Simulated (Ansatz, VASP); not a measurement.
HgTe in VASP and in Ansatz

File INCAR:

```
  PREC = Accurate
  ENCUT = 520
  EDIFF = 1E-7
  ISMEAR = 0
  SIGMA = 0.15
  LREAL = F
  LASPH = T
  NELM = 60
  ALGO = Normal
  ISIF = 2
  LWAVE = F
  LCHARG = F
  GGA = PS
  NBANDS = 16
```

File KPOINTS:

```
regular mesh
0
Gamma
  14 14 14
```

The input POSCAR:

```
HgTe
1.0
    0.0000000000      3.1267950000      3.2718525000
    3.1267950000      0.0000000000      3.2718525000
    3.1267950000      3.1267950000      0.0000000000
Hg Te
1 1
Direct
    0.0000000000      0.0000000000      0.0000000000
    0.7500000000      0.7500000000      0.7500000000
```

Input for Ansatz:

```yaml
crystal:
  lattice:
    - [0.0, 3.126795, 3.2718525]
    - [3.126795, 0.0, 3.2718525]
    - [3.126795, 3.126795, 0.0]
  atoms:
    - { symbol: Hg, position: [0.0, 0.0, 0.0] }
    - { symbol: Te, position: [0.75, 0.75, 0.75] }
basis:
  ecutwfc: 420
kpoints:
  mp_grid: { grid: [14, 14, 14] }
hamiltonian:
  xc: pbesol
scf:
  occupations: { method: gaussian, width: 0.15 }
output:
  forces: true
  stress: true
  eigenvalues: true
```

Change from the starting cell: strain -0.030 along x and y, +0.015 along z, atoms carried along.

Alike in both runs: task single point; functional PBEsol; k mesh 14 × 14 × 14; occupations gaussian, width 0.15 eV; no spin polarisation.

|  | VASP | Ansatz |
| --- | --- | --- |
| version | VASP 6.6.1 | Ansatz 0.2.0 |
| potentials or method | VASP PAW PBE potentials, release 64 (Hg, Te), cutoff 520 eV | scalar-relativistic, plane waves, PAW |
| valence electrons in the cell | 18 | 36 |

```csv
,VASP,Ansatz,Ansatz less VASP
gap on the k mesh at the Fermi level (eV),none,none,-
pressure (GPa),3.9,3.8,-0.15
"traceless stress, the component that is largest in VASP (GPa)",-0.44,-0.44,0.000
```

VASP's potentials were made for PBE, not for PBEsol. A gap of «none» marks a metal or a gap that the smearing closes. VASP's potentials hold 18 valence electrons a cell and Ansatz's 36, so a difference there can come from the potentials and not from the codes.

Spin-orbit coupling is off throughout.
